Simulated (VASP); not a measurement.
BaTiO3: single point with LDA

BaTiO3:

```
Ba Ti O
1.0
     3.89619    0.00000    0.00000
     0.00000    3.89619    0.00000
     0.00000    0.00000    3.89619
Ba Ti O
1 1 3
Direct
  0.50000 0.50000 0.50000
  0.00000 0.00000 0.00000
  0.50000 0.00000 0.00000
  0.00000 0.50000 0.00000
  0.00000 0.00000 0.50000
```

```yaml
Program: VASP 6.6.1
Task: single point
Functional: LDA
Potentials_or_basis: VASP PAW LDA potentials, release 64 (Ba_sv, Ti_sv, O)
Cutoff: 520 eV
k_mesh: 6 × 6 × 6
Occupations: gaussian, width 0.01 eV
Spin: no spin polarisation
Dipole_correction: no
Further_INCAR_settings: ALGO = Normal; EDIFF = 1e-06; NBANDS = 28
```

The pressure is 9.0 GPa. The band gap on the k mesh is 1.80 eV, indirect (least direct gap 1.85 eV).

Levels at points of the mesh, in eV from the valence-band top:
| k point | band 18 | band 19 | band 20 | band 21 | band 22 | band 23 |
| --- | --- | --- | --- | --- | --- | --- |
| (0.00, 0.00, 0.00) | -0.05 | -0.05 | -0.05 | 1.80 | 1.80 | 1.80 |
| (0.50, 0.00, 0.00) | -1.95 | -0.71 | -0.71 | 2.01 | 3.87 | 3.87 |
| (0.50, 0.50, 0.00) | -0.80 | -0.80 | -0.10 | 3.88 | 3.88 | 4.32 |
| (0.50, 0.50, 0.50) | 0.00 | 0.00 | 0.00 | 4.66 | 4.66 | 4.66 |

Run time: 47 s on 1 thread of Intel(R) Xeon(R) Platinum 8488C (Sapphire Rapids), with other jobs on the host, peak memory 0.17 GiB.

Caveat: spin-orbit coupling is left out, which moves the levels of the heavy elements. A k mesh can miss the band edges.
